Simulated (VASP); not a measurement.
# Te (P3_121) in VASP: a series of runs

The runs below take Te through single point, relaxation of cell and atoms, with BLYP, PBEsol.

All numbers are computed with VASP 6.6.1; they aren't measurements. Logs are shortened: lines on timing, memory, paths and dates and some standing lists are left out, and cuts for length are marked.

### 1 The cell of the first run

The structure is trigonal, space group P3_121 (No. 152). The conventional cell has a = 5.234 Å, b = 5.234 Å, c = 5.915 Å, α = 90.00°, β = 90.00°, γ = 120.00°. Te (site symmetry 2) has 2 Te at 2.83 Å within 3.7 Å.

### 2 Single point, BLYP

The input, INCAR:

```
SYSTEM = Te
PREC = Accurate
ENCUT = 520
EDIFF = 1E-6
ISMEAR = -1
SIGMA = 0.05
LREAL = .False.
LASPH = .True.
NELM = 100
ALGO = Normal
ISIF = 2
LWAVE = .False.
LCHARG = .True.
GGA = B5
ALDAX = 1.0
AGGAX = 1.0
AGGAC = 1.0
ALDAC = 0.0
LELF = .True.
LVHAR = .True.
NBANDS = 16
```

The input, KPOINTS:

```
regular mesh
0
Gamma
  7 7 5
  0 0 0
```

The input, POSCAR:

```
Te
1.0
    5.2339375021      0.0000000000      0.0000000000
   -2.6169687511      4.5327228387      0.0000000000
    0.0000000000      0.0000000000      5.9146882836
Te
3
Direct
    0.7753863992      0.7753863992      0.0000000000
    0.0000000000      0.2246136008      0.6666666667
    0.2246136008      0.0000000000      0.3333333333
```

Potentials or basis: VASP PAW PBE potentials, release 64 (Te).

Run with:

```
$ cat potpaw_PBE.64/Te/POTCAR > POTCAR
$ mpirun -np 1 vasp_std > vasp.out
```

OUTCAR:

```text
SYSTEM = Te
   PREC = Accurate
   ENCUT = 520
   EDIFF = 1E-6
   ISMEAR = -1
   LREAL = .False.
   LASPH = .True.
   NELM = 100
   ISIF = 2
   GGA = B5

 ion  position               nearest neighbor table
   1  0.775  0.775  0.000-   3 2.83   2 2.83
   2  0.000  0.225  0.667-   1 2.83   3 2.83
   3  0.225  0.000  0.333-   1 2.83   2 2.83

  LATTYP: Found a hexagonal cell.
 ALAT       =     5.2339375021
 C/A-ratio  =     1.1300647517

  Lattice vectors:

 A1 = (   5.2339375021,   0.0000000000,   0.0000000000)
 A2 = (  -2.6169687511,   4.5327228387,   0.0000000000)
 A3 = (   0.0000000000,   0.0000000000,   5.9146882836)

Analysis of symmetry for initial positions (statically):
=====================================================================
 Subroutine PRICEL returns:
 Original cell was already a primitive cell.

 Routine SETGRP: Setting up the symmetry group for a
 hexagonal supercell.

 Subroutine GETGRP returns: Found  6 space group operations
 (whereof  2 operations were pure point group operations)
 out of a pool of 24 trial point group operations.

The static configuration has the point symmetry C_2 .
 The point group associated with its full space group is D_3 .

Analysis of symmetry for dynamics (positions and initial velocities):
=====================================================================
 Subroutine PRICEL returns:
 Original cell was already a primitive cell.

 Routine SETGRP: Setting up the symmetry group for a
 hexagonal supercell.

 Subroutine GETGRP returns: Found  6 space group operations
 (whereof  2 operations were pure point group operations)
 out of a pool of 24 trial point group operations.

The dynamic configuration has the point symmetry C_2 .
 The point group associated with its full space group is D_3 .

 Subroutine INISYM returns: Found  6 space group operations
 (whereof  2 operations are pure point group operations),
 and found     1 'primitive' translations

----------------------------------------------------------------------------------------

                                     Primitive cell

  volume of cell :     140.3200

  direct lattice vectors                    reciprocal lattice vectors
     5.233937502  0.000000000  0.000000000     0.191060745  0.110308973  0.000000000
    -2.616968751  4.532722839  0.000000000     0.000000000  0.220617945  0.000000000
     0.000000000  0.000000000  5.914688284     0.000000000  0.000000000  0.169070617

  length of vectors
     5.233937502  5.233937502  5.914688284     0.220617945  0.220617945  0.169070617

  position of ions in fractional coordinates (direct lattice)
     0.775386399  0.775386399  0.000000000
     0.000000000  0.224613601  0.666666667
     0.224613601  0.000000000  0.333333333

  ion indices of the primitive-cell ions
   primitive index   ion index
                 1           1
                 2           2
                 3           3

----------------------------------------------------------------------------------------

 KPOINTS: regular mesh

Automatic generation of k-mesh.
 Grid dimensions read from file:
 generate k-points for:    7    7    5

 Generating k-lattice:

  Cartesian coordinates                     Fractional coordinates (reciprocal lattice)
     0.027294392  0.015758425  0.000000000     0.142857143  0.000000000  0.000000000
     0.000000000  0.031516849  0.000000000     0.000000000  0.142857143  0.000000000
     0.000000000  0.000000000  0.033814123     0.000000000  0.000000000  0.200000000

  Length of vectors
     0.031516849  0.031516849  0.033814123

  Shift w.r.t. Gamma in fractional coordinates (k-lattice)
     0.000000000  0.000000000  0.000000000

 Subroutine IBZKPT returns following result:
 ===========================================

 Found     32 irreducible k-points:

 Following reciprocal coordinates:
            Coordinates               Weight
  0.000000  0.000000  0.000000      1.000000
  0.142857  0.000000  0.000000      6.000000
  0.285714 -0.000000  0.000000      6.000000
  0.428571  0.000000  0.000000      6.000000
  0.142857  0.142857  0.000000      6.000000
  0.285714  0.142857  0.000000     12.000000
[... 16 lines left out ...]
  0.000000  0.142857  0.400000      6.000000
  0.285714 -0.000000  0.400000      6.000000
 [... further k-points ...]
   k-points           NKPTS =     32   k-points in BZ     NKDIM =     32   number of bands    NBANDS=     16
   number of dos      NEDOS =    301   number of ions     NIONS =      3
   total plane-waves  NPLWV =  76800
   dimension x,y,z NGX =    40 NGY =   40 NGZ =   48
   dimension x,y,z NGXF=    80 NGYF=   80 NGZF=   96
   ions per type =               3
   NGX,Y,Z   is equivalent  to a cutoff of  12.71, 12.71, 13.49 a.u.
   NGXF,Y,Z  is equivalent  to a cutoff of  25.41, 25.41, 26.98 a.u.
 SYSTEM =  Te
   PREC   = accura    normal or accurate (medium, high low for compatibility)
   ISTART =      0    job   : 0-new  1-cont  2-samecut
   ICHARG =      2    charge: 1-file 2-atom 10-const
   ISPIN  =      1    spin polarized calculation?
   LNONCOLLINEAR =      F non collinear calculations
   LSORBIT =      F    spin-orbit coupling
   LASPH  =      T    aspherical Exc in radial PAW
   ENCUT  =  520.0 eV  38.22 Ry    6.18 a.u.   9.73  9.73 11.00*2*pi/ulx,y,z
   NELM   =    100;   NELMIN=  2; NELMDL= -5     # of ELM steps
   EDIFF  = 0.1E-05   stopping-criterion for ELM
   LREAL  =      F    real-space projection
   EDIFFG = 0.1E-04   stopping-criterion for IOM
   NSW    =      0    number of steps for IOM
   IBRION =     -1    ionic relax: 0-MD 1-quasi-New 2-CG
   NFREE  =      0    steps in history (QN), initial steepest desc. (CG)
   ISIF   =      2    stress and relaxation
   ISYM   =      2    0-nonsym 1-usesym 2-fastsym
   POTIM  = 0.5000    time-step for ionic-motion
   TEBEG  =    0.0;   TEEND  =   0.0 temperature during run
   PSTRESS=    0.0 pullay stress
   NELECT =      18.0000    total number of electrons
   NUPDOWN=      -1.0000    fix difference up-down
   EMIN   =  10.00;   EMAX   =-10.00  energy-range for DOS
[... 5 lines left out ...]
     AMIX     =   0.40;   BMIX     =  1.00
     AMIX_MAG =   1.60;   BMIX_MAG =  1.00
  volume/ion in A,a.u.               =      46.77       315.64
  Fermi-wavevector in a.u.,A,eV,Ry     =   0.825643  1.560240  9.274914  0.681687
  Thomas-Fermi vector in A             =   1.937538
   LORBIT       =      0    0 simple, 1 ext, 2 COOP (PROOUT), +10 PAW based schemes
   GGA     = B5    functional components
   LHFCALC =     F    Hartree Fock is set to
   AEXX    =    0.0000 exact exchange contribution
   IVDW    =     0    specifies the selected vdW correction
   LEPSILON=     F    determine dielectric tensor
   LRPA    =     F    only Hartree local field effects (RPA)
 non-spin polarized calculation
  energy-cutoff  :      520.00
  volume of cell :      140.32
 maximum number of plane-waves:      3808
 NGX is ok and might be reduce to    40
   NGX = 19   NGY = 19   NGZ = 21

 number of electron      17.9999999 magnetization

 Free energy of the ion-electron system (eV)
  ---------------------------------------------------
  ext. energy  EPLUGINS =         0.00000000
  ---------------------------------------------------
  free energy    TOTEN  =        -7.79009787 eV

  energy without entropy =       -7.79009535  energy(sigma->0) =       -7.79009661

 E-fermi :   3.3672     XC(G=0):  -7.0697

 val. band max:        2.8266579651   @ k =   0.0000   0.4286   0.4000
 cond. band min:       3.9321992178   @ k =   0.2857   0.2857   0.4000
 fundamental gap:      1.1055412526
 Fermi energy:         3.3671590824

 k-point     1 :       0.0000    0.0000    0.0000
  band No.  band energies     occupation
      1      -9.5457      2.00000
      2      -6.8138      2.00000
      3      -6.8138      2.00000
      4      -0.0061      2.00000
      5      -0.0061      2.00000
      6       0.2673      2.00000
[... 8 lines left out ...]
     15       8.4880      0.00000
     16       9.7272      0.00000

 k-point     2 :       0.1429    0.0000    0.0000
  band No.  band energies     occupation
      1      -9.5025      2.00000
      2      -6.8561      2.00000
      3      -6.8141      2.00000
      4      -0.2448      2.00000
      5      -0.1368      2.00000
      6       0.3185      2.00000
[... 8 lines left out ...]
     15       8.8212      0.00000
     16       9.6953      0.00000

 k-point     3 :       0.2857   -0.0000    0.0000
  band No.  band energies     occupation
      1      -9.3978      2.00000
      2      -6.9636      2.00000
      3      -6.8145      2.00000
      4      -0.5428      2.00000
      5      -0.3423      2.00000
      6       0.3508      2.00000
[... 8 lines left out ...]
     15       9.5726      0.00000
     16      10.1627      0.00000

 k-point     4 :       0.4286    0.0000    0.0000
  band No.  band energies     occupation
      1      -9.3042      2.00000
      2      -7.0641      2.00000
      3      -6.8146      2.00000
      4      -0.6675      2.00000
      5      -0.4768      2.00000
      6       0.4564      2.00000
[... 8 lines left out ...]
     15      10.3199      0.00000
     16      10.7543      0.00000

 k-point     5 :       0.1429    0.1429    0.0000
  band No.  band energies     occupation
      1      -9.4281      2.00000
      2      -6.9217      2.00000
      3      -6.8249      2.00000
      4      -0.4425      2.00000
      5      -0.3475      2.00000
      6       0.3830      2.00000
[... 8 lines left out ...]
     15       9.2424      0.00000
     16       9.8108      0.00000

 k-point     6 :       0.2857    0.1429    0.0000
  band No.  band energies     occupation
      1      -9.3266      2.00000
      2      -7.0111      2.00000
      3      -6.8452      2.00000
      4      -0.6080      2.00000
      5      -0.4934      2.00000
      6       0.4734      2.00000
[... 8 lines left out ...]
     15       9.9245      0.00000
     16      10.4678      0.00000

 k-point     7 :       0.4286    0.1429    0.0000
  band No.  band energies     occupation
      1      -9.2775      2.00000
      2      -7.0565      2.00000
      3      -6.8544      2.00000
      4      -0.6567      2.00000
      5      -0.5357      2.00000
      6       0.6019      2.00000
[... 8 lines left out ...]
     15      10.0085      0.00000
     16      10.7343      0.00000

 k-point     8 :       0.2857    0.2857    0.0000
  band No.  band energies     occupation
      1      -9.2661      2.00000
      2      -7.0067      2.00000
      3      -6.9200      2.00000
      4      -0.6136      2.00000
      5      -0.5877      2.00000
      6       0.7153      2.00000
[... 8 lines left out ...]
     15       9.6792      0.00000
     16      10.3303      0.00000

 k-point     9 :       0.0000    0.0000    0.2000
  band No.  band energies     occupation
      1      -9.4165      2.00000
      2      -7.6639      2.00000
      3      -6.0309      2.00000
      4      -0.3234      2.00000
      5       0.2159      2.00000
      6       0.3141      2.00000
[... 8 lines left out ...]
     15       8.7415      0.00000
     16       9.0591      0.00000
[... 172 lines left out ...]
 k-point    19 :       0.4286    0.1429    0.2000
  band No.  band energies     occupation
      1      -9.1588      2.00000
      2      -7.6329      2.00000
      3      -6.3787      2.00000
      4      -0.7864      2.00000
      5      -0.6560      2.00000
      6       0.3785      2.00000
[... 8 lines left out ...]
     15       9.9245      0.00000
     16      10.5484      0.00000

 k-point    20 :       0.2857    0.2857    0.2000
  band No.  band energies     occupation
      1      -9.1477      2.00000
      2      -7.6290      2.00000
      3      -6.3965      2.00000
      4      -0.7857      2.00000
      5      -0.6917      2.00000
      6       0.4036      2.00000
[... 8 lines left out ...]
     15       9.6288      0.00000
     16      10.5514      0.00000

 k-point    21 :       0.0000    0.0000    0.4000
  band No.  band energies     occupation
      1      -9.0372      2.00000
      2      -8.4353      2.00000
      3      -5.5307      2.00000
      4      -0.5963      2.00000
      5       0.3605      2.00000
      6       0.3899      2.00000
[... 8 lines left out ...]
     15       9.2647      0.00000
     16       9.7038      0.00000

 k-point    22 :       0.1429    0.0000    0.4000
  band No.  band energies     occupation
      1      -9.0011      2.00000
      2      -8.4082      2.00000
      3      -5.6236      2.00000
      4      -0.6775      2.00000
      5       0.1450      2.00000
      6       0.3711      2.00000
[... 8 lines left out ...]
     15       9.4288      0.00000
     16       9.4792      0.00000

 k-point    23 :       0.0000    0.1429    0.4000
  band No.  band energies     occupation
      1      -9.0003      2.00000
      2      -8.4097      2.00000
      3      -5.6210      2.00000
      4      -0.6885      2.00000
      5       0.1131      2.00000
      6       0.3634      2.00000
[... 8 lines left out ...]
     15       9.1571      0.00000
     16       9.6736      0.00000

 k-point    24 :       0.2857   -0.0000    0.4000
  band No.  band energies     occupation
      1      -8.9156      2.00000
      2      -8.3431      2.00000
      3      -5.8349      2.00000
      4      -0.8834      2.00000
      5      -0.1522      2.00000
      6       0.1765      2.00000
[... 8 lines left out ...]
     15       9.4384      0.00000
     16       9.6788      0.00000

 [... further k-points ...]
[... 5 lines left out ...]
  --------------------------------------------------------------------------------------
  -------------------------------------------------------------------------------------
  Total        0.1043076      0.1043076      0.1576196     -0.0000000      0.0000000      0.0000000
  in kB        1.1909864      1.1909864      1.7997047     -0.0000000      0.0000000      0.0000000
  external PRESSURE =       1.3938925 kB  Pullay stress =       0.0000000 kB

 VOLUME and BASIS-vectors are now :
 -----------------------------------------------------------------------------
  energy-cutoff  :      520.00
  volume of cell :      140.32
      direct lattice vectors                 reciprocal lattice vectors
     5.233937502  0.000000000  0.000000000     0.191060745  0.110308973  0.000000000
    -2.616968751  4.532722839  0.000000000     0.000000000  0.220617945  0.000000000
     0.000000000  0.000000000  5.914688284     0.000000000  0.000000000  0.169070617

 POSITION                                       TOTAL-FORCE (eV/Angst)
 -----------------------------------------------------------------------------------
      2.02916      3.51461      0.00000        -0.024149     -0.041827      0.000000
     -0.58781      1.01811      3.94313        -0.024149      0.041827     -0.000000
      1.17561      0.00000      1.97156         0.048297     -0.000000      0.000000
 -----------------------------------------------------------------------------------
    total drift:                               -0.000000     -0.000000      0.000000

  FREE ENERGIE OF THE ION-ELECTRON SYSTEM (eV)
  ---------------------------------------------------
  free  energy   TOTEN  =        -7.7900978682 eV

  energy  without entropy=       -7.7900953501  energy(sigma->0) =       -7.79009661
```

Wall time 66 s (1 thread of Intel Xeon 6975P-C (Granite Rapids), shared host); peak memory 0.27 GiB.

What came out:

```
Free energy            : -7.7901 eV
Pressure               : 0.1 GPa
Largest force          : 0.048 eV/Å
Band gap on the k mesh : 1.11 eV, indirect (least direct gap 1.19 eV)
```

Forces in eV/Å, atoms in the order of the input:
```
Te  -0.024 -0.042  0.000
Te  -0.024  0.042  0.000
Te   0.048  0.000  0.000
```

Caveat: the PAW data sets were made with another functional, which shifts forces and pressure a little; spin-orbit coupling is left out, which moves the levels of the heavy elements.

(Continued in part 2 of 2.)
